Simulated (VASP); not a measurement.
# Al (a cell with a defect) in VASP: single point with PBE+D3(BJ)

Aim: the single point of Al (a cell with a defect) with PBE+D3(BJ).

Everything below comes from runs of VASP 6.6.1. Logs are shortened: lines on timing, memory, paths and dates and some standing lists are left out, and cuts for length are marked.

## 1. The cell of the first run

The cell holds a defect, 33 atoms: a = 8.100 Å, b = 8.100 Å, c = 8.100 Å, α = 90.00°, β = 90.00°, γ = 90.00°.

## 2. Single point, PBE+D3(BJ)

File INCAR:

```
  ALGO = Normal
  EDIFF = 1E-6
  ENCUT = 520
  GGA = PE
  ISIF = 2
  ISMEAR = 0
  IVDW = 12
  LASPH = T
  LCHARG = F
  LREAL = Auto
  LWAVE = F
  NBANDS = 72
  NELM = 100
  PREC = Accurate
  SIGMA = 0.05
```

File KPOINTS:

```
k-points
0
Gamma
  3 3 3
```

File POSCAR:

```
Al
1.0
    8.1000000000      0.0000000000      0.0000000000
    0.0000000000      8.1000000000      0.0000000000
    0.0000000000      0.0000000000      8.1000000000
Al
33
Direct
    0.4996896296     -0.0066258025     -0.0007634568
    0.7401066667      0.2501718519     -0.0008358025
    0.7449313580     -0.0055769136      0.2443364198
   -0.0002279012     -0.0087040741     -0.0008835802
    0.2593180247      0.2501634568     -0.0008359259
    0.4996960494      0.4945708642     -0.0007645679
    0.7425511111      0.7385386420     -0.0008176543
    0.2545233333     -0.0054630864      0.2444180247
    0.4998461728      0.2501518519      0.2396139506
    0.7617504938      0.4933404938      0.2611441975
    0.4998635802     -0.0087040741      0.4991779012
    0.7106822222      0.2316998765      0.4992402469
    0.7448630864     -0.0055944444      0.7540803704
   -0.0002343210      0.4970830864     -0.0008985185
    0.2568891358      0.7385713580     -0.0008180247
   -0.0003681481      0.2317158025      0.2097220988
    0.2377482716      0.4932643210      0.2611933333
    0.4996901235      0.7385719753      0.2420450617
   -0.0002727160     -0.0100140741      0.4991859259
    0.2893729630      0.2317011111      0.4992397531
    0.4998433333      0.4970795062      0.4991718519
    0.7196375309      0.7587574074      0.4992228395
    0.2545908642     -0.0054797531      0.7539980247
    0.4998459259      0.2501823457      0.7588200000
    0.7617275309      0.4933525926      0.7372165432
   -0.0002358025      0.7587748148      0.2190174074
   -0.0003040741      0.6293307407      0.4991004938
    0.2798183951      0.7587995062      0.4992225926
   -0.0003687654      0.2316911111      0.7884191358
    0.2377702469      0.4932750617      0.7371662963
    0.4996898765      0.7385379012      0.7563825926
   -0.0002360494      0.7587839506      0.7791976543
    0.0001079012      0.3351455556      0.4990539506
```

Potentials or basis: VASP PAW PBE potentials, release 64 (Al).

On the command line:

```
cat potpaw_PBE.64/Al/POTCAR > POTCAR
mpirun -np 1 vasp_std > vasp.out
```

OUTCAR:

```text
EDIFF = 1E-6
   ENCUT = 520
   GGA = PE
   ISIF = 2
   ISMEAR = 0
   IVDW = 12
   LASPH = T
   LREAL = Auto
   NELM = 100
   PREC = Accurate
 IVDW          = 12

 ion  position               nearest neighbor table
   1  0.500  0.993  0.999-  13 2.81  23 2.81   3 2.81   8 2.81   9 2.85   5 2.85   2 2.85  24 2.85
                            15 2.85  18 2.85  31 2.85   7 2.85
   2  0.740  0.250  0.999-  16 2.71  29 2.71  24 2.75   9 2.75   6 2.78   1 2.85  13 2.87   3 2.87
                            25 2.90  10 2.90  14 2.90   4 2.97
   3  0.745  0.994  0.244-   1 2.81  26 2.82  22 2.82  16 2.83  12 2.83  11 2.86   4 2.86   9 2.87
                             2 2.87   7 2.87  18 2.87  19 2.92
   4  1.000  0.991  0.999-  16 2.59  29 2.59  26 2.59  32 2.59  23 2.86  13 2.86   8 2.86   3 2.86
                            15 2.92   7 2.92   5 2.97   2 2.97
   5  0.259  0.250  0.999-  16 2.71  29 2.71  24 2.75   9 2.75   6 2.78   1 2.85  23 2.87   8 2.87
                            30 2.90  17 2.90  14 2.90   4 2.97
   6  0.500  0.495  0.999-   5 2.78   9 2.78  24 2.78   2 2.78  15 2.79  18 2.79  31 2.79   7 2.79
                            17 3.00  10 3.00  30 3.00  25 3.00
   7  0.743  0.739  0.999-  26 2.75  32 2.75  31 2.78  18 2.78   6 2.79   1 2.85  14 2.86  13 2.87
                             3 2.87  25 2.91  10 2.91   4 2.92
   8  0.255  0.995  0.244-   1 2.81  26 2.82  28 2.82  20 2.83  16 2.83   4 2.86  11 2.86   5 2.87
                             9 2.87  18 2.87  15 2.87  19 2.92
   9  0.500  0.250  0.240-  20 2.71  12 2.71   2 2.75   5 2.75   6 2.78   1 2.85   3 2.87   8 2.87
[... 5 lines left out ...]
  12  0.711  0.232  0.499-  33 2.49  11 2.59  24 2.71   9 2.71  21 2.75  13 2.83   3 2.83  25 2.89
                            10 2.90  19 3.05  29 3.31  16 3.31
  13  0.745  0.994  0.754-   1 2.81  22 2.82  32 2.82  29 2.83  12 2.83  11 2.86   4 2.86  24 2.87
                             2 2.87   7 2.87  31 2.87  19 2.92
  14  1.000  0.497  0.999-  16 2.74  29 2.74  32 2.77  26 2.77  15 2.86   7 2.86  25 2.87  30 2.87
                            10 2.87  17 2.87   5 2.90   2 2.90
  15  0.257  0.739  0.999-  26 2.75  32 2.75  31 2.78  18 2.78   6 2.79   1 2.85  14 2.86  23 2.87
                             8 2.87  30 2.91  17 2.91   4 2.92
  16  1.000  0.232  0.210-  33 2.49   4 2.59   2 2.71   5 2.71  14 2.74   3 2.83   8 2.83  10 2.89
                            17 2.90  19 3.05  12 3.31  20 3.32
  17  0.238  0.493  0.261-  21 2.87  14 2.87  20 2.90  16 2.90   5 2.90   9 2.90  26 2.91  28 2.91
                            18 2.91  15 2.91  27 2.94   6 3.00  33 3.01
  18  0.500  0.739  0.242-  28 2.75  22 2.75  15 2.78   7 2.78   6 2.79   1 2.85  21 2.86   3 2.87
                             8 2.87  17 2.91  10 2.91  11 2.92
  19  1.000  0.990  0.499-  33 2.80   8 2.92   3 2.92  23 2.92  13 2.92  27 2.92  32 2.94  28 2.94
                            22 2.94  26 2.94  12 3.05  29 3.05  16 3.05  20 3.06
  20  0.289  0.232  0.499-  33 2.49  11 2.59  24 2.71   9 2.71  21 2.74  23 2.83   8 2.83  30 2.89
                            17 2.90  19 3.06  29 3.32  16 3.32
  21  0.500  0.497  0.499-  20 2.74  12 2.75  22 2.77  28 2.77  18 2.86  31 2.86  25 2.87  10 2.87
                            30 2.87  17 2.87   9 2.90  24 2.90
  22  0.720  0.759  0.499-  27 2.50  11 2.59  31 2.75  18 2.75  21 2.77  13 2.82   3 2.82  25 2.91
                            10 2.91  19 2.94  32 3.21  26 3.21
  23  0.255  0.995  0.754-   1 2.81  28 2.82  32 2.82  20 2.83  29 2.83   4 2.86  11 2.86   5 2.87
                            24 2.87  31 2.87  15 2.87  19 2.92
  24  0.500  0.250  0.759-  20 2.71  12 2.71   2 2.75   5 2.75   6 2.78   1 2.85  13 2.87  23 2.87
                            25 2.90  30 2.90  21 2.90  11 2.97
  25  0.762  0.493  0.737-  14 2.87  21 2.87  29 2.89  12 2.89  24 2.90   2 2.90  22 2.91  32 2.91
                             7 2.91  31 2.91  27 2.94   6 3.00  33 3.02
  26  1.000  0.759  0.219-  27 2.50   4 2.59  15 2.75   7 2.75  14 2.77   3 2.82   8 2.82  10 2.91
                            17 2.91  19 2.94  28 3.21  22 3.21
  27  1.000  0.629  0.499-  33 2.38  22 2.50  26 2.50  32 2.50  28 2.50  19 2.92  10 2.94  17 2.94
                            25 2.94  30 2.94
  28  0.280  0.759  0.499-  27 2.50  11 2.59  31 2.75  18 2.75  21 2.77  23 2.82   8 2.82  30 2.91
                            17 2.91  19 2.94  32 3.21  26 3.21
  29  1.000  0.232  0.788-  33 2.49   4 2.59   2 2.71   5 2.71  14 2.74  13 2.83  23 2.83  25 2.89
                            30 2.90  19 3.05  12 3.31  20 3.32
  30  0.238  0.493  0.737-  14 2.87  21 2.87  20 2.89  29 2.90   5 2.90  24 2.90  28 2.91  32 2.91
                            31 2.91  15 2.91  27 2.94   6 3.00  33 3.01
  31  0.500  0.739  0.756-  28 2.75  22 2.75  15 2.78   7 2.78   6 2.79   1 2.85  21 2.86  13 2.87
                            23 2.87  30 2.91  25 2.91  11 2.92
  32  1.000  0.759  0.779-  27 2.50   4 2.59  15 2.75   7 2.75  14 2.77  13 2.82  23 2.82  25 2.91
                            30 2.91  19 2.94  28 3.21  22 3.21
  33  0.000  0.335  0.499-  27 2.38  20 2.49  16 2.49  29 2.49  12 2.49  19 2.80  17 3.01  30 3.01
                            10 3.01  25 3.02

  LATTYP: Found a simple cubic cell.
 ALAT       =     8.1000000000

  Lattice vectors:

 A1 = (   8.1000000000,   0.0000000000,   0.0000000000)
 A2 = (   0.0000000000,   8.1000000000,   0.0000000000)
 A3 = (   0.0000000000,   0.0000000000,   8.1000000000)

Analysis of symmetry for initial positions (statically):
=====================================================================
 Subroutine PRICEL returns:
 Original cell was already a primitive cell.

 Routine SETGRP: Setting up the symmetry group for a
 simple cubic supercell.

 Subroutine GETGRP returns: Found  1 space group operations
 (whereof  1 operations were pure point group operations)
[... 119 lines left out ...]
     0.000000000  0.041152263  0.000000000     0.000000000  0.333333333  0.000000000
     0.000000000  0.000000000  0.041152263     0.000000000  0.000000000  0.333333333

  Length of vectors
     0.041152263  0.041152263  0.041152263

  Shift w.r.t. Gamma in fractional coordinates (k-lattice)
     0.000000000  0.000000000  0.000000000

 Subroutine IBZKPT returns following result:
 ===========================================

 Found     14 irreducible k-points:

 Following reciprocal coordinates:
            Coordinates               Weight
  0.000000  0.000000  0.000000      1.000000
  0.333333  0.000000  0.000000      2.000000
  0.000000  0.333333  0.000000      2.000000
  0.000000  0.000000  0.333333      2.000000
  0.333333  0.333333  0.000000      2.000000
  0.000000  0.333333  0.333333      2.000000
  0.333333  0.000000  0.333333      2.000000
 -0.333333  0.333333  0.000000      2.000000
 -0.333333  0.000000  0.333333      2.000000
  0.000000 -0.333333  0.333333      2.000000
  0.333333  0.333333  0.333333      2.000000
 -0.333333  0.333333  0.333333      2.000000
 -0.333333 -0.333333  0.333333      2.000000
  0.333333 -0.333333  0.333333      2.000000
   k-points           NKPTS =     14   k-points in BZ     NKDIM =     14   number of bands    NBANDS=     72
   number of dos      NEDOS =    301   number of ions     NIONS =     33
   total plane-waves  NPLWV = 216000
   dimension x,y,z NGX =    60 NGY =   60 NGZ =   60
   dimension x,y,z NGXF=   120 NGYF=  120 NGZF=  120
   ions per type =              33
   NGX,Y,Z   is equivalent  to a cutoff of  12.31, 12.31, 12.31 a.u.
   NGXF,Y,Z  is equivalent  to a cutoff of  24.63, 24.63, 24.63 a.u.
 SYSTEM =  unknown system
   PREC   = accura    normal or accurate (medium, high low for compatibility)
   ISTART =      0    job   : 0-new  1-cont  2-samecut
   ICHARG =      2    charge: 1-file 2-atom 10-const
   ISPIN  =      1    spin polarized calculation?
   LNONCOLLINEAR =      F non collinear calculations
   LSORBIT =      F    spin-orbit coupling
   LASPH  =      T    aspherical Exc in radial PAW
   ENCUT  =  520.0 eV  38.22 Ry    6.18 a.u.  15.06 15.06 15.06*2*pi/ulx,y,z
   NELM   =    100;   NELMIN=  2; NELMDL= -5     # of ELM steps
   EDIFF  = 0.1E-05   stopping-criterion for ELM
   LREAL  =      T    real-space projection
   EDIFFG = 0.1E-04   stopping-criterion for IOM
   NSW    =      0    number of steps for IOM
[... 5 lines left out ...]
   TEBEG  =    0.0;   TEEND  =   0.0 temperature during run
   PSTRESS=    0.0 pullay stress
   NELECT =      99.0000    total number of electrons
   NUPDOWN=      -1.0000    fix difference up-down
   EMIN   =  10.00;   EMAX   =-10.00  energy-range for DOS
   EFERMI =   0.00;   METHOD = LEGACY
   ISMEAR =     0;   SIGMA  =   0.05  broadening in eV -4-tet -1-fermi 0-gaus
   EFERMI_NEDOS =   21; number of points for ismear=-14 and -15
   IALGO  =     38    algorithm
   IMIX   =      4    mixing-type and parameters
     AMIX     =   0.40;   BMIX     =  1.00
     AMIX_MAG =   1.60;   BMIX_MAG =  1.00
  volume/ion in A,a.u.               =      16.10       108.68
  Fermi-wavevector in a.u.,A,eV,Ry     =   0.934978  1.766853 11.894002  0.874184
  Thomas-Fermi vector in A             =   2.061839
   LORBIT       =      0    0 simple, 1 ext, 2 COOP (PROOUT), +10 PAW based schemes
   GGA     = PE    functional components
   LHFCALC =     F    Hartree Fock is set to
   AEXX    =    0.0000 exact exchange contribution
   IVDW    =    12    specifies the selected vdW correction
   LEPSILON=     F    determine dielectric tensor
   LRPA    =     F    only Hartree local field effects (RPA)
 non-spin polarized calculation
 Gauss-broadening in eV      SIGMA  =   0.05
  energy-cutoff  :      520.00
  volume of cell :      531.44
 maximum number of plane-waves:     14358
   NGX = 31   NGY = 31   NGZ = 31

 number of electron      99.0000000 magnetization

 Free energy of the ion-electron system (eV)
  ---------------------------------------------------
  ext. energy  EPLUGINS =         0.00000000
  ---------------------------------------------------
  free energy    TOTEN  =      -121.48696618 eV

  energy without entropy =     -121.47303745  energy(sigma->0) =     -121.48000181

 E-fermi :   8.2927     XC(G=0): -10.2739

 val. band max:        8.2562243803   @ k =   0.3333   0.0000   0.3333
 cond. band min:       8.3013441337   @ k =   0.3333   0.3333   0.0000
 fundamental gap:      0.0451197534
 Fermi energy:         8.2927193544

 k-point     1 :       0.0000    0.0000    0.0000
  band No.  band energies     occupation
      1      -3.0771      2.00000
      2      -1.0784      2.00000
      3      -0.9838      2.00000
      4      -0.9048      2.00000
      5      -0.6956      2.00000
      6      -0.6956      2.00000
[... 885 lines left out ...]
     60       9.8546      0.00000
     61       9.8925      0.00000
 [bands above 61 left out]

------------------------ aborting loop because EDIFF is reached ----------------------------------------

 Edisp (eV)  -11.38878

 E8    (eV) :    -5.0965

  FORCE on cell =-STRESS in cart. coord.  units (eV):
  Direction    XX          YY          ZZ          XY          YZ          ZX
  --------------------------------------------------------------------------------------
  -------------------------------------------------------------------------------------
  Total       2.67835     6.08049     2.67942    -0.01456    -0.00524     0.00132
  in kB       8.07464    18.33134     8.07787    -0.04391    -0.01580     0.00397
  external pressure =       11.49 kB  Pullay stress =        0.00 kB

 VOLUME and BASIS-vectors are now :
 -----------------------------------------------------------------------------
  energy-cutoff  :      520.00
  volume of cell :      531.44
      direct lattice vectors                 reciprocal lattice vectors
     8.100000000  0.000000000  0.000000000     0.123456790  0.000000000  0.000000000
     0.000000000  8.100000000  0.000000000     0.000000000  0.123456790  0.000000000
     0.000000000  0.000000000  8.100000000     0.000000000  0.000000000  0.123456790

 POSITION                                       TOTAL-FORCE (eV/Angst)
 -----------------------------------------------------------------------------------
      4.04749      8.04633      8.09382         0.000901     -0.000598     -0.002207
      5.99486      2.02639      8.09323        -0.001278      0.001854     -0.002042
      6.03394      8.05483      1.97913         0.002587      0.006317      0.002799
      8.09815      8.02950      8.09284         0.000012     -0.005407      0.000651
      2.10048      2.02632      8.09323         0.002846      0.003035     -0.001136
      4.04754      4.00602      8.09381         0.000636      0.007237     -0.000995
[... 25 lines left out ...]
      8.09809      6.14615      6.31150         0.001392      0.000541     -0.009225
      0.00087      2.71468      4.04234        -0.003287     -0.036789     -0.001790
 -----------------------------------------------------------------------------------
    total drift:                                0.005237      0.006952     -0.011034

  FREE ENERGIE OF THE ION-ELECTRON SYSTEM (eV)
  ---------------------------------------------------
  free  energy   TOTEN  =      -132.8757423571 eV

  energy  without entropy=     -132.8618136348  energy(sigma->0) =     -132.86877800
```

Wall time 5 min (1 thread of AMD EPYC 9R45 (Zen 5), shared host); peak memory 0.61 GiB.

Results:

```yaml
Free_energy: -132.8757 eV
Pressure: 1.1 GPa
Largest_force: 0.043 eV/Å
Band_gap_on_the_k_mesh: zero (an odd number of electrons rules out a gap without spin polarisation)
Dispersion_energy_per_atom: -0.345 eV
```

Forces in eV/Å, atoms in the order of the input:
```
Al   0.001 -0.001 -0.002
Al  -0.001  0.002 -0.002
Al   0.003  0.006  0.003
Al   0.000 -0.005  0.001
Al   0.003  0.003 -0.001
Al   0.001  0.007 -0.001
Al   0.006  0.004  0.003
Al  -0.002  0.005  0.002
Al  -0.002  0.004 -0.003
Al  -0.002  0.004  0.001
Al   0.000 -0.005  0.001
Al  -0.015  0.004  0.001
Al   0.002  0.007 -0.002
Al   0.001  0.007  0.001
Al  -0.004  0.004  0.003
Al   0.001  0.005 -0.011
Al   0.000  0.004 -0.002
Al   0.001  0.005  0.003
Al   0.001 -0.021 -0.003
Al   0.011  0.004  0.001
Al   0.000  0.007  0.000
Al   0.009  0.002 -0.001
Al  -0.003  0.006 -0.003
Al  -0.002  0.004  0.004
Al   0.001  0.003  0.000
Al   0.000  0.001  0.011
Al   0.001 -0.043  0.000
Al  -0.010  0.002 -0.001
Al   0.001  0.004  0.013
Al   0.000  0.003  0.000
Al   0.002  0.005 -0.006
Al   0.001  0.001 -0.009
Al  -0.003 -0.037 -0.002
```

Levels at points of the mesh, in eV from the Fermi level:
```tsv
k point	band 46	band 47	band 48	band 49	band 50	band 51	band 52	band 53
(0.00, 0.00, 0.00)	-0.46	-0.45	-0.26	0.09	0.16	0.16	0.25	0.52
```
